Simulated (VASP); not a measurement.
MgS: single point with PBEsol

Crystal: MgS.

```
Mg S
1.0
     0.00000   -2.89654   -2.89654
    -2.89654    0.00000   -2.89654
     2.89654    2.89654   -5.79309
Mg S
2 2
Direct
  0.00347 0.00347 0.98958
  0.49653 0.49653 0.51042
  0.37657 0.37657 0.87030
  0.87343 0.87343 0.37970
```

This cell differs from its parent crystal: atoms displaced along a vibrational mode, the cell strained.

```yaml
Program: VASP 6.6.1
Task: single point
Functional: PBEsol
Potentials_or_basis: VASP PAW PBE potentials, release 64 (Mg, S)
Cutoff: 520 eV
k_mesh: 9 × 9 × 8
Occupations: gaussian, width 0.05 eV
Spin: no spin polarisation
```

The pressure is -3.6 GPa, the largest force is 0.683 eV/Å and the band gap on the k mesh is 2.81 eV.

Forces on the atoms (eV/Å):
```
Mg   0.286  0.286 -0.286
Mg  -0.394 -0.394  0.394
S    0.238  0.238 -0.238
S   -0.130 -0.130  0.130
```

Stress tensor (GPa, compression positive):
```
-3.58  0.18 -0.18
 0.18 -3.58 -0.18
-0.18 -0.18 -3.58
```

Levels at points of the mesh, in eV from the valence-band top:
| k point | band 4 | band 5 | band 6 | band 7 | band 8 | band 9 | band 10 | band 11 | band 12 | band 13 |
| --- | --- | --- | --- | --- | --- | --- | --- | --- | --- | --- |
| (0.00, 0.00, 0.00) | -0.60 | -0.60 | -0.13 | 0.00 | 0.00 | 2.81 | 4.63 | 7.21 | 7.21 | 7.46 |
| (0.00, 0.00, 0.50) | -1.70 | -0.57 | -0.57 | -0.05 | -0.05 | 4.20 | 4.54 | 7.01 | 7.55 | 7.55 |

Wall time 6.4 min on 1 thread of Oxide Virtual Turin-like Processor (shared host), peak memory 0.53 GiB.

Caveat: the cell differs from its parent crystal (atoms displaced along a vibrational mode, the cell strained); the cell stands under tension; the PAW data sets were made with another functional, which shifts forces and pressure a little. A k mesh can miss the band edges.
